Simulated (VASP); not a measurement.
# OsI3 (Pm-3m) in VASP: further runs, part 2 of 2

VASP 6.6.1.

## (4) Single point, PBE+U, collinear spin

INCAR

```
PREC     = Accurate       # precision mode
ENCUT    = 520            # plane-wave cutoff, eV
EDIFF    = 1E-7           # SCF threshold, eV
ISMEAR   = 0              # smearing method
SIGMA    = 0.05           # smearing width, eV
LREAL    = F              # projectors in reciprocal space
LASPH    = T              # aspherical terms in the spheres
NELM     = 150            # most SCF steps
ALGO     = Normal         # electronic algorithm
ISIF     = 2              # what is computed and relaxed
LWAVE    = F              # write WAVECAR
LCHARG   = T              # write CHGCAR
ISPIN    = 2              # spin polarisation
MAGMOM   = 1.94 0 0 0     # initial moments
LORBIT   = 11             # projections on sites
LMAXMIX  = 4              # l up to which the mixer works
LDAU     = T              # DFT+U
LDAUTYPE = 2            
LDAUL    = 2 -1           # shell
LDAUU    = 2 0            # U, eV
LDAUJ    = 0 0          
LDAUPRINT= 1            
GGA      = PE             # functional
LELF     = T              # ELF
LVHAR    = T            
NBANDS   = 26             # bands
```

KPOINTS

```
Automatic mesh
0
Gamma
  6 6 6
```

POSCAR

```
OsI3
1.0
    5.5370319512      0.0000000000      0.0000000000
    0.0000000000      5.5370319512      0.0000000000
    0.0000000000      0.0000000000      5.5370319512
Os I
1 3
Direct
    0.0000000000      0.0000000000      0.0000000000
    0.5000000000      0.0000000000      0.0000000000
    0.0000000000      0.0000000000      0.5000000000
    0.0000000000      0.5000000000      0.0000000000
```

Potentials or basis: VASP PAW PBE potentials, release 64 (Os, I).

Launch:

```
$ cat potpaw_PBE.64/Os/POTCAR potpaw_PBE.64/I/POTCAR > POTCAR
$ mpirun -np 1 vasp_std > vasp.out
```

OUTCAR:

```text
PREC = Accurate
   ENCUT = 520
   EDIFF = 1E-7
   ISMEAR = 0
   LREAL = F
   LASPH = T
   NELM = 150
   ISIF = 2
   ISPIN = 2
   LORBIT = 11
   GGA = PE

 ion  position               nearest neighbor table
   1  0.000  0.000  0.000-   2 2.77   3 2.77   4 2.77   3 2.77   4 2.77   2 2.77
   2  0.500  0.000  0.000-   1 2.77   1 2.77
   3  0.000  0.000  0.500-   1 2.77   1 2.77
   4  0.000  0.500  0.000-   1 2.77   1 2.77

  LATTYP: Found a simple cubic cell.
 ALAT       =     5.5370319512

  Lattice vectors:

 A1 = (   5.5370319512,   0.0000000000,   0.0000000000)
 A2 = (   0.0000000000,   5.5370319512,   0.0000000000)
 A3 = (   0.0000000000,   0.0000000000,   5.5370319512)

Analysis of symmetry for initial positions (statically):
=====================================================================
[... 1393 lines left out ...]
     26      10.9422      0.00000

------------------------ aborting loop because EDIFF is reached ----------------------------------------

  FORCE on cell =-STRESS in cart. coord.  units (eV):
  Direction    XX          YY          ZZ          XY          YZ          ZX
  --------------------------------------------------------------------------------------
  -------------------------------------------------------------------------------------
  Total        0.7608440      0.7608440      0.7608440     -0.0000000      0.0000000      0.0000000
  in kB        7.1808380      7.1808380      7.1808380     -0.0000000      0.0000000      0.0000000
  external PRESSURE =       7.1808380 kB  Pullay stress =       0.0000000 kB

 VOLUME and BASIS-vectors are now :
 -----------------------------------------------------------------------------
  energy-cutoff  :      520.00
  volume of cell :      169.76
      direct lattice vectors                 reciprocal lattice vectors
     5.537031951  0.000000000  0.000000000     0.180602173  0.000000000  0.000000000
     0.000000000  5.537031951  0.000000000     0.000000000  0.180602173  0.000000000
     0.000000000  0.000000000  5.537031951     0.000000000  0.000000000  0.180602173

 POSITION                                       TOTAL-FORCE (eV/Angst)
 -----------------------------------------------------------------------------------
      0.00000      0.00000      0.00000         0.000000      0.000000      0.000000
      2.76852      0.00000      0.00000         0.000000      0.000000      0.000000
      0.00000      0.00000      2.76852         0.000000      0.000000      0.000000
      0.00000      2.76852      0.00000         0.000000      0.000000      0.000000
 -----------------------------------------------------------------------------------
    total drift:                               -0.000000     -0.000000     -0.000000

  FREE ENERGIE OF THE ION-ELECTRON SYSTEM (eV)
  ---------------------------------------------------
  free  energy   TOTEN  =       -11.3394304875 eV

  energy  without entropy=      -11.3355965507  energy(sigma->0) =      -11.33751352

 total charge

# of ion       s       p       d       tot
------------------------------------------
    1        0.490   0.363   6.056   6.909
    2        1.518   2.720   0.039   4.277
    3        1.518   2.720   0.039   4.277
    4        1.518   2.720   0.039   4.277
--------------------------------------------------
tot          5.043   8.525   6.173  19.741

 magnetization (x)

# of ion       s       p       d       tot
------------------------------------------
    1        0.057   0.031   2.468   2.556
    2        0.012   0.119   0.004   0.135
    3        0.012   0.119   0.004   0.135
    4        0.012   0.119   0.004   0.135
--------------------------------------------------
tot          0.092   0.388   2.480   2.960
```

stdout:

```text
POSCAR found type information on POSCAR OsI
 POSCAR found :  2 types and       4 ions
 scaLAPACK will be used
 LDA part: xc-table for (Slater+PW92), standard interpolation
 POSCAR, INCAR and KPOINTS ok, starting setup
 FFT: planning ... GRIDC
 FFT: planning ... GRID_SOFT
 FFT: planning ... GRID
 WAVECAR not read
 entering main loop
```

Wall time 82 s (1 thread of Intel Xeon 6975P-C (Granite Rapids), shared host); peak memory 0.38 GiB.

Results:

```
Free energy                                           : -11.3394 eV
Pressure                                              : 0.7 GPa
Net moment                                            : 3.08 μB per cell
Site moments                                          : Os +2.56; I +0.14 μB
Valence electrons inside the program's atomic spheres : Os 6.91; I 4.28
```

Levels at points of the mesh, in eV from the Fermi level:
Spin up:
```csv
k point,band 13,band 14,band 15,band 16,band 17,band 18,band 19,band 20
"(0.00, 0.00, 0.00)",-1.47,-1.47,-1.04,-1.04,-1.04,0.02,4.33,6.11
"(0.50, 0.00, 0.00)",-1.20,-1.20,-1.10,-0.84,-0.84,4.77,5.70,5.73
"(0.50, 0.50, 0.00)",-1.27,-0.82,-0.82,-0.43,3.04,5.63,5.63,6.29
"(0.50, 0.50, 0.50)",-0.42,-0.42,-0.42,3.06,3.06,4.39,4.77,4.77
```
Spin down:
```
           k point  band 10  band 11  band 12  band 13  band 14  band 15  band 16  band 17
(0.00, 0.00, 0.00)    -0.89    -0.89    -0.89    -0.71    -0.71    -0.71    -0.37    -0.37
(0.50, 0.00, 0.00)    -1.49    -1.03    -1.03    -0.70    -0.37     0.18     0.81     0.81
(0.50, 0.50, 0.00)    -1.84    -1.84    -0.21    -0.16     0.81     0.81     0.89     4.05
(0.50, 0.50, 0.50)    -0.19    -0.19    -0.19     0.91     0.91     0.91     4.08     4.08
```

Eigenvalues of the final occupation matrices:
```tsv
site	spin	trace	eigenvalues
site 1 d	1	4.30	0.75 0.75 0.94 0.94 0.94
site 1 d	2	1.81	0.29 0.29 0.29 0.47 0.47
```

Caveat: spin-orbit coupling is left out, which moves the levels of the heavy elements.

## (5) Single point, PBE+U, collinear spin (42.63 Å³/atom)

This run uses another cell than the first one, of 42.63 Å³/atom.

INCAR

```
PREC = Accurate ; ENCUT = 520
EDIFF = 1E-7 ; ISMEAR = 0
SIGMA = 0.05 ; LREAL = False
LASPH = True ; NELM = 150
ALGO = Normal ; ISIF = 2
LWAVE = False ; LCHARG = True
ISPIN = 2 ; MAGMOM = 1.95 0.13 0.13 0.13
LORBIT = 11 ; LMAXMIX = 4
LDAU = True ; LDAUTYPE = 2
LDAUL = 2 -1 ; LDAUU = 2 0
LDAUJ = 0 0 ; LDAUPRINT = 1
GGA = PE ; LELF = True
LVHAR = True ; NBANDS = 26
```

KPOINTS

```
regular mesh
0
Gamma
  6 6 6
```

POSCAR

```
OsI3
1.0
    5.5451239636      0.0000000000      0.0000000000
    0.0000000000      5.5451239636      0.0000000000
    0.0000000000      0.0000000000      5.5451239636
Os I
1 3
Direct
    0.0000000000      0.0000000000      0.0000000000
    0.5000000000      0.0000000000      0.0000000000
    0.0000000000      0.0000000000      0.5000000000
    0.0000000000      0.5000000000      0.0000000000
```

Potentials or basis: VASP PAW PBE potentials, release 64 (Os, I).

Launch:

```
$ cat potpaw_PBE.64/Os/POTCAR potpaw_PBE.64/I/POTCAR > POTCAR
$ mpirun -np 1 vasp_std > vasp.out
```

OUTCAR:

```text
PREC = Accurate
   ENCUT = 520
   EDIFF = 1E-7
   ISMEAR = 0
   LREAL = False
   LASPH = True
   NELM = 150
   ISIF = 2
   ISPIN = 2
   LORBIT = 11
   GGA = PE

 ion  position               nearest neighbor table
   1  0.000  0.000  0.000-   2 2.77   3 2.77   4 2.77   3 2.77   4 2.77   2 2.77
   2  0.500  0.000  0.000-   1 2.77   1 2.77
   3  0.000  0.000  0.500-   1 2.77   1 2.77
   4  0.000  0.500  0.000-   1 2.77   1 2.77

  LATTYP: Found a simple cubic cell.
 ALAT       =     5.5451239636

  Lattice vectors:

 A1 = (   5.5451239636,   0.0000000000,   0.0000000000)
 A2 = (   0.0000000000,   5.5451239636,   0.0000000000)
 A3 = (   0.0000000000,   0.0000000000,   5.5451239636)

Analysis of symmetry for initial positions (statically):
=====================================================================
 Subroutine PRICEL returns:
[... 1393 lines left out ...]

------------------------ aborting loop because EDIFF is reached ----------------------------------------

  FORCE on cell =-STRESS in cart. coord.  units (eV):
  Direction    XX          YY          ZZ          XY          YZ          ZX
  --------------------------------------------------------------------------------------
  -------------------------------------------------------------------------------------
  Total        0.5919326      0.5919326      0.5919326      0.0000000      0.0000000      0.0000000
  in kB        5.5622312      5.5622312      5.5622312      0.0000000      0.0000000      0.0000000
  external PRESSURE =       5.5622312 kB  Pullay stress =       0.0000000 kB

 VOLUME and BASIS-vectors are now :
 -----------------------------------------------------------------------------
  energy-cutoff  :      520.00
  volume of cell :      170.50
      direct lattice vectors                 reciprocal lattice vectors
     5.545123964  0.000000000  0.000000000     0.180338619  0.000000000  0.000000000
     0.000000000  5.545123964  0.000000000     0.000000000  0.180338619  0.000000000
     0.000000000  0.000000000  5.545123964     0.000000000  0.000000000  0.180338619

 POSITION                                       TOTAL-FORCE (eV/Angst)
 -----------------------------------------------------------------------------------
      0.00000      0.00000      0.00000         0.000000      0.000000      0.000000
      2.77256      0.00000      0.00000         0.000000      0.000000      0.000000
      0.00000      0.00000      2.77256         0.000000      0.000000      0.000000
      0.00000      2.77256      0.00000         0.000000      0.000000      0.000000
 -----------------------------------------------------------------------------------
    total drift:                               -0.000000     -0.000000     -0.000000

  FREE ENERGIE OF THE ION-ELECTRON SYSTEM (eV)
  ---------------------------------------------------
  free  energy   TOTEN  =       -11.3424365573 eV

  energy  without entropy=      -11.3386199714  energy(sigma->0) =      -11.34052826

 total charge

# of ion       s       p       d       tot
------------------------------------------
    1        0.489   0.360   6.051   6.900
    2        1.518   2.719   0.038   4.276
    3        1.518   2.719   0.038   4.276
    4        1.518   2.719   0.038   4.276
--------------------------------------------------
tot          5.042   8.518   6.166  19.726

 magnetization (x)

# of ion       s       p       d       tot
------------------------------------------
    1        0.057   0.031   2.474   2.563
    2        0.012   0.118   0.004   0.134
    3        0.012   0.118   0.004   0.134
    4        0.012   0.118   0.004   0.134
--------------------------------------------------
tot          0.093   0.385   2.486   2.964
```

OSZICAR:

```text
N       E                     dE             d eps       ncg     rms          rms(c)
DAV:   1     0.170021052174E+03    0.17002E+03   -0.10607E+04  2080   0.878E+02
DAV:   2     0.338411208991E+01   -0.16664E+03   -0.15396E+03  2614   0.196E+02
DAV:   3    -0.114726226089E+02   -0.14857E+02   -0.14588E+02  2706   0.560E+01
DAV:   4    -0.118188444602E+02   -0.34622E+00   -0.34576E+00  2904   0.947E+00
DAV:   5    -0.118232434395E+02   -0.43990E-02   -0.43975E-02  2690   0.111E+00    0.144E+01
DAV:   6    -0.113035823390E+02    0.51966E+00   -0.43628E+00  2674   0.135E+01    0.805E+00
DAV:   7    -0.113222741177E+02   -0.18692E-01   -0.70223E-01  2280   0.622E+00    0.472E+00
DAV:   8    -0.113354685078E+02   -0.13194E-01   -0.12970E-01  2244   0.194E+00    0.216E+00
DAV:   9    -0.113419381096E+02   -0.64696E-02   -0.23265E-02  2202   0.919E-01    0.692E-01
DAV:  10    -0.113423407868E+02   -0.40268E-03   -0.36632E-03  2208   0.301E-01    0.303E-01
DAV:  11    -0.113423914424E+02   -0.50656E-04   -0.51129E-04  2272   0.188E-01    0.178E-01
DAV:  12    -0.113424370834E+02   -0.45641E-04   -0.13278E-04  2304   0.718E-02    0.655E-02
DAV:  13    -0.113424360914E+02    0.99203E-06   -0.39449E-05  2434   0.430E-02    0.229E-02
DAV:  14    -0.113424369134E+02   -0.82197E-06   -0.85781E-06  2200   0.177E-02    0.190E-02
DAV:  15    -0.113424363788E+02    0.53460E-06   -0.13649E-06  2214   0.788E-03    0.122E-02
DAV:  16    -0.113424364906E+02   -0.11185E-06   -0.15889E-06  2188   0.760E-03    0.160E-03
DAV:  17    -0.113424365573E+02   -0.66666E-07   -0.97580E-07  2124   0.556E-03
   1 F= -.11342437E+02 E0= -.11340528E+02  d E =-.381659E-02  mag=     3.0871
```

Wall time 84 s (1 thread of Intel Xeon 6975P-C (Granite Rapids), shared host); peak memory 0.38 GiB.

Results:

* Free energy: -11.3424 eV
* Pressure: 0.6 GPa
* Net moment: 3.09 μB per cell
* Site moments: Os +2.56; I +0.13 μB
* Valence electrons inside the program's atomic spheres: Os 6.90; I 4.28

Eigenvalues of the final occupation matrices:
| site | spin | trace | eigenvalues |
| --- | --- | --- | --- |
| site 1 d | 1 | 4.30 | 0.75 0.75 0.94 0.94 0.94 |
| site 1 d | 2 | 1.81 | 0.29 0.29 0.29 0.46 0.46 |

Caveat: spin-orbit coupling is left out, which moves the levels of the heavy elements.
